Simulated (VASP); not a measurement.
# Ti (P-3m1) in VASP: a series of runs

The runs below take Ti through single point, with PBEsol.

Program: VASP 6.6.1. These are calculated values, not measurements. Logs are shortened: lines on timing, memory, paths and dates and some standing lists are left out, and cuts for length are marked.

### 1 The cell of the first run

The structure is trigonal, space group P-3m1 (No. 164). The conventional cell has a = 2.900 Å, b = 2.900 Å, c = 4.591 Å, α = 90.00°, β = 90.00°, γ = 120.00°. Within 3.6 Å of Ti (site symmetry 3m) lie 12 Ti at 2.77 to 2.91 Å.

### 2 Single point, PBEsol (atoms displaced along a vibrational mode)

File INCAR:

```
ALGO = Fast
EDIFF = 1E-6
ENCUT = 520
GGA = PS
ISIF = 2
ISMEAR = 0
LASPH = True
LCHARG = True
LELF = True
LREAL = False
LVHAR = True
LWAVE = False
NBANDS = 19
NELM = 60
PREC = Accurate
SIGMA = 0.15
```

File KPOINTS:

```
k-points
0
Gamma
  24 24 14
```

File POSCAR:

```
Ti
1.0
    2.9004352003      0.0000000000      0.0000000000
   -1.4502176001      2.5118505655      0.0000000000
    0.0000000000      0.0000000000      4.5909904468
Ti
2
Direct
    0.3333333333      0.6666666667      0.2598018065
    0.6666666667      0.3333333333      0.7401981935
```

Potentials or basis: VASP PAW PBE potentials, release 64 (Ti_sv).

On the command line:

```console
$ cat potpaw_PBE.64/Ti_sv/POTCAR > POTCAR
$ mpirun -np 1 vasp_std > vasp.out
```

OUTCAR:

```text
EDIFF = 1E-6
   ENCUT = 520
   GGA = PS
   ISIF = 2
   ISMEAR = 0
   LASPH = True
   LREAL = False
   NELM = 60
   PREC = Accurate

 ion  position               nearest neighbor table
   1  0.333  0.667  0.260-   2 2.77   2 2.77   2 2.77   2 2.91   2 2.91   2 2.91
   2  0.667  0.333  0.740-   1 2.77   1 2.77   1 2.77   1 2.91   1 2.91   1 2.91

  LATTYP: Found a hexagonal cell.
 ALAT       =     2.9004352003
 C/A-ratio  =     1.5828626153

  Lattice vectors:

 A1 = (   2.9004352003,   0.0000000000,   0.0000000000)
 A2 = (  -1.4502176001,   2.5118505655,   0.0000000000)
 A3 = (   0.0000000000,   0.0000000000,   4.5909904468)

Analysis of symmetry for initial positions (statically):
=====================================================================
 Subroutine PRICEL returns:
 Original cell was already a primitive cell.

 Routine SETGRP: Setting up the symmetry group for a
 hexagonal supercell.

 Subroutine GETGRP returns: Found 12 space group operations
 (whereof 12 operations were pure point group operations)
 out of a pool of 24 trial point group operations.

The static configuration has the point symmetry D_3d.

Analysis of symmetry for dynamics (positions and initial velocities):
=====================================================================
 Subroutine PRICEL returns:
 Original cell was already a primitive cell.

 Routine SETGRP: Setting up the symmetry group for a
 hexagonal supercell.

 Subroutine GETGRP returns: Found 12 space group operations
 (whereof 12 operations were pure point group operations)
 out of a pool of 24 trial point group operations.

The dynamic configuration has the point symmetry D_3d.

 Subroutine INISYM returns: Found 12 space group operations
 (whereof 12 operations are pure point group operations),
 and found     1 'primitive' translations

----------------------------------------------------------------------------------------

                                     Primitive cell

  volume of cell :      33.4475

  direct lattice vectors                    reciprocal lattice vectors
     2.900435200  0.000000000  0.000000000     0.344775846  0.199056428  0.000000000
    -1.450217600  2.511850566  0.000000000     0.000000000  0.398112855  0.000000000
     0.000000000  0.000000000  4.590990447     0.000000000  0.000000000  0.217817922

  length of vectors
     2.900435200  2.900435200  4.590990447     0.398112855  0.398112855  0.217817922

  position of ions in fractional coordinates (direct lattice)
     0.333333333  0.666666667  0.259801807
     0.666666667  0.333333333  0.740198193

  ion indices of the primitive-cell ions
   primitive index   ion index
                 1           1
                 2           2

----------------------------------------------------------------------------------------

 KPOINTS: k-points

Automatic generation of k-mesh.
 Grid dimensions read from file:
 generate k-points for:   24   24   14

 Generating k-lattice:

  Cartesian coordinates                     Fractional coordinates (reciprocal lattice)
     0.014365660  0.008294018  0.000000000     0.041666667 -0.000000000  0.000000000
     0.000000000  0.016588036  0.000000000     0.000000000  0.041666667  0.000000000
     0.000000000  0.000000000  0.015558423     0.000000000  0.000000000  0.071428571

  Length of vectors
     0.016588036  0.016588036  0.015558423

  Shift w.r.t. Gamma in fractional coordinates (k-lattice)
     0.000000000  0.000000000  0.000000000

 Subroutine IBZKPT returns following result:
 ===========================================

 Found    776 irreducible k-points:

 Following reciprocal coordinates:
            Coordinates               Weight
  0.000000  0.000000  0.000000      1.000000
  0.041667  0.000000  0.000000      6.000000
  0.083333  0.000000  0.000000      6.000000
  0.125000 -0.000000  0.000000      6.000000
  0.166667  0.000000  0.000000      6.000000
  0.208333  0.000000  0.000000      6.000000
[... 16 lines left out ...]
  0.416667  0.041667  0.000000     12.000000
  0.458333  0.041667  0.000000     12.000000
 [... further k-points ...]
   k-points           NKPTS =    776   k-points in BZ     NKDIM =    776   number of bands    NBANDS=     19
   number of dos      NEDOS =    301   number of ions     NIONS =      2
   total plane-waves  NPLWV =  20736
   dimension x,y,z NGX =    24 NGY =   24 NGZ =   36
   dimension x,y,z NGXF=    48 NGYF=   48 NGZF=   72
   ions per type =               2
   NGX,Y,Z   is equivalent  to a cutoff of  13.76, 13.76, 13.04 a.u.
   NGXF,Y,Z  is equivalent  to a cutoff of  27.51, 27.51, 26.07 a.u.
 SYSTEM =  unknown system
   PREC   = accura    normal or accurate (medium, high low for compatibility)
   ISTART =      0    job   : 0-new  1-cont  2-samecut
   ICHARG =      2    charge: 1-file 2-atom 10-const
   ISPIN  =      1    spin polarized calculation?
   LNONCOLLINEAR =      F non collinear calculations
   LSORBIT =      F    spin-orbit coupling
   LASPH  =      T    aspherical Exc in radial PAW
   ENCUT  =  520.0 eV  38.22 Ry    6.18 a.u.   5.39  5.39  8.54*2*pi/ulx,y,z
   NELM   =     60;   NELMIN=  2; NELMDL= -5     # of ELM steps
   EDIFF  = 0.1E-05   stopping-criterion for ELM
   LREAL  =      F    real-space projection
   EDIFFG = 0.1E-04   stopping-criterion for IOM
   NSW    =      0    number of steps for IOM
   IBRION =     -1    ionic relax: 0-MD 1-quasi-New 2-CG
   NFREE  =      0    steps in history (QN), initial steepest desc. (CG)
   ISIF   =      2    stress and relaxation
   ISYM   =      2    0-nonsym 1-usesym 2-fastsym
   POTIM  = 0.5000    time-step for ionic-motion
   TEBEG  =    0.0;   TEEND  =   0.0 temperature during run
   PSTRESS=    0.0 pullay stress
   NELECT =      24.0000    total number of electrons
   NUPDOWN=      -1.0000    fix difference up-down
   EMIN   =  10.00;   EMAX   =-10.00  energy-range for DOS
   EFERMI =   0.00;   METHOD = LEGACY
   ISMEAR =     0;   SIGMA  =   0.15  broadening in eV -4-tet -1-fermi 0-gaus
   EFERMI_NEDOS =   21; number of points for ismear=-14 and -15
   IALGO  =     68    algorithm
   IMIX   =      4    mixing-type and parameters
     AMIX     =   0.40;   BMIX     =  1.00
     AMIX_MAG =   1.60;   BMIX_MAG =  1.00
  volume/ion in A,a.u.               =      16.72       112.86
  Fermi-wavevector in a.u.,A,eV,Ry     =   1.465629  2.769638 29.226255  2.148069
  Thomas-Fermi vector in A             =   2.581463
   LORBIT       =      0    0 simple, 1 ext, 2 COOP (PROOUT), +10 PAW based schemes
   GGA     = PS    functional components
   LHFCALC =     F    Hartree Fock is set to
   AEXX    =    0.0000 exact exchange contribution
   IVDW    =     0    specifies the selected vdW correction
   LEPSILON=     F    determine dielectric tensor
   LRPA    =     F    only Hartree local field effects (RPA)
 non-spin polarized calculation
 RMM-DIIS sequential band-by-band and
 Gauss-broadening in eV      SIGMA  =   0.15
  energy-cutoff  :      520.00
  volume of cell :       33.45
 maximum number of plane-waves:       929
 NGX is ok and might be reduce to    24
   NGX = 11   NGY = 11   NGZ = 17

 number of electron      23.9999995 magnetization

 Free energy of the ion-electron system (eV)
  ---------------------------------------------------
  ext. energy  EPLUGINS =         0.00000000
  ---------------------------------------------------
  free energy    TOTEN  =       -16.67503976 eV

  energy without entropy =      -16.65284422  energy(sigma->0) =      -16.66394199

 E-fermi :   8.6199     XC(G=0): -11.8138

 val. band max:        8.6197808165   @ k =   0.3333   0.2500   0.2857
 cond. band min:       8.6232637774   @ k =   0.1667   0.0000   0.1429
 fundamental gap:      0.0034829610
 Fermi energy:         8.6198528552

 k-point     1 :       0.0000    0.0000    0.0000
  band No.  band energies     occupation
      1     -47.9582      2.00000
      2     -47.7883      2.00000
      3     -24.7023      2.00000
      4     -23.9638      2.00000
      5     -23.9638      2.00000
      6     -23.8770      2.00000
[... 11 lines left out ...]
     18      10.3506      0.00000
     19      11.9349      0.00000

 k-point     2 :       0.0417    0.0000    0.0000
  band No.  band energies     occupation
      1     -47.9561      2.00000
      2     -47.7875      2.00000
      3     -24.6979      2.00000
      4     -23.9735      2.00000
      5     -23.9669      2.00000
      6     -23.8783      2.00000
[... 11 lines left out ...]
     18      10.3294      0.00000
     19      11.9517      0.00000

 k-point     3 :       0.0833    0.0000    0.0000
  band No.  band energies     occupation
      1     -47.9500      2.00000
      2     -47.7853      2.00000
      3     -24.6850      2.00000
      4     -24.0015      2.00000
      5     -23.9759      2.00000
      6     -23.8834      2.00000
[... 11 lines left out ...]
     18      10.2869      0.00000
     19      11.9968      0.00000

 k-point     4 :       0.1250   -0.0000    0.0000
  band No.  band energies     occupation
      1     -47.9402      2.00000
      2     -47.7817      2.00000
      3     -24.6639      2.00000
      4     -24.0453      2.00000
      5     -23.9898      2.00000
      6     -23.9241      2.00000
[... 11 lines left out ...]
     18      10.3106      0.00000
     19      12.0585      0.00000

 k-point     5 :       0.1667    0.0000    0.0000
  band No.  band energies     occupation
      1     -47.9272      2.00000
      2     -47.7773      2.00000
      3     -24.6356      2.00000
      4     -24.1020      2.00000
      5     -24.0077      2.00000
      6     -23.9796      2.00000
[... 11 lines left out ...]
     18      10.4673      0.00000
     19      12.1258      0.00000
[... 334 lines left out ...]
      2     -47.7600      2.00000
      3     -24.4617      2.00000
      4     -24.3995      2.00000
      5     -24.2547      2.00000
      6     -24.1006      2.00000
[... 11 lines left out ...]
     18      11.8910      0.00000
     19      12.3316      0.00000

 k-point    22 :       0.3750    0.0417    0.0000
  band No.  band energies     occupation
      1     -47.8343      2.00000
      2     -47.7594      2.00000
      3     -24.4613      2.00000
      4     -24.4193      2.00000
      5     -24.2866      2.00000
      6     -24.1165      2.00000
[... 11 lines left out ...]
     18      12.2644      0.00000
     19      12.3554      0.00000

 k-point    23 :       0.4167    0.0417    0.0000
  band No.  band energies     occupation
      1     -47.8227      2.00000
      2     -47.7600      2.00000
      3     -24.4923      2.00000
      4     -24.4090      2.00000
      5     -24.2970      2.00000
      6     -24.1278      2.00000
[... 11 lines left out ...]
     18      12.3652      0.00000
     19      12.7067      0.00000

 k-point    24 :       0.4583    0.0417    0.0000
  band No.  band energies     occupation
      1     -47.8161      2.00000
      2     -47.7608      2.00000
      3     -24.5099      2.00000
      4     -24.4077      2.00000
      5     -24.2940      2.00000
      6     -24.1338      2.00000
[... 11 lines left out ...]
     18      12.3844      0.00000
     19      13.1472      0.00000

 [... further k-points ...]

------------------------ aborting loop because EDIFF is reached ----------------------------------------

  FORCE on cell =-STRESS in cart. coord.  units (eV):
  Direction    XX          YY          ZZ          XY          YZ          ZX
  --------------------------------------------------------------------------------------
  -------------------------------------------------------------------------------------
  Total       -0.0317774     -0.0317774      0.0543035     -0.0000000      0.0000000      0.0000000
  in kB       -1.5221768     -1.5221768      2.6012085     -0.0000000      0.0000000      0.0000000
  external PRESSURE =      -0.1477151 kB  Pullay stress =       0.0000000 kB

 VOLUME and BASIS-vectors are now :
 -----------------------------------------------------------------------------
  energy-cutoff  :      520.00
  volume of cell :       33.45
      direct lattice vectors                 reciprocal lattice vectors
     2.900435200  0.000000000  0.000000000     0.344775846  0.199056428  0.000000000
    -1.450217600  2.511850566  0.000000000     0.000000000  0.398112855  0.000000000
     0.000000000  0.000000000  4.590990447     0.000000000  0.000000000  0.217817922

 POSITION                                       TOTAL-FORCE (eV/Angst)
 -----------------------------------------------------------------------------------
     -0.00000      1.67457      1.19275         0.000000      0.000000     -0.361485
      1.45022      0.83728      3.39824        -0.000000      0.000000      0.361485
 -----------------------------------------------------------------------------------
    total drift:                               -0.000000      0.000000     -0.000000

  FREE ENERGIE OF THE ION-ELECTRON SYSTEM (eV)
  ---------------------------------------------------
  free  energy   TOTEN  =       -16.6750397637 eV

  energy  without entropy=      -16.6528442169  energy(sigma->0) =      -16.66394199
```

Wall time 12 min (1 thread of Intel Xeon 6975P-C (Granite Rapids), shared host); peak memory 0.48 GiB.

What came out:

```yaml
Free_energy: -16.6750 eV
Pressure: 0.0 GPa
Largest_force: 0.361 eV/Å
Band_gap_on_the_k_mesh: zero (bands 12 and 13 overlap by 1.15 eV)
```

Forces on the atoms (eV/Å):
```
Ti   0.000  0.000 -0.361
Ti   0.000  0.000  0.361
```

Stress tensor (GPa, compression positive):
```
-0.15  0.00  0.00
 0.00 -0.15  0.00
 0.00  0.00  0.26
```

Levels at points of the mesh, in eV from the Fermi level:
```tsv
k point	band 10	band 11	band 12	band 13	band 14	band 15
(0.00, 0.00, 0.00)	-2.81	0.67	0.77	0.77	1.18	1.25
(0.50, 0.00, 0.00)	-2.32	-1.94	-0.58	0.45	0.65	1.25
(0.00, 0.00, 0.50)	-4.36	-0.23	0.42	0.65	0.65	0.68
(0.50, 0.00, 0.50)	-2.62	-1.01	-0.73	1.43	1.46	1.57
```

Caveat: the cell differs from its parent crystal (atoms displaced along a vibrational mode); the PAW data sets were made with another functional, which shifts forces and pressure a little.

(Continued in part 2 of 2.)
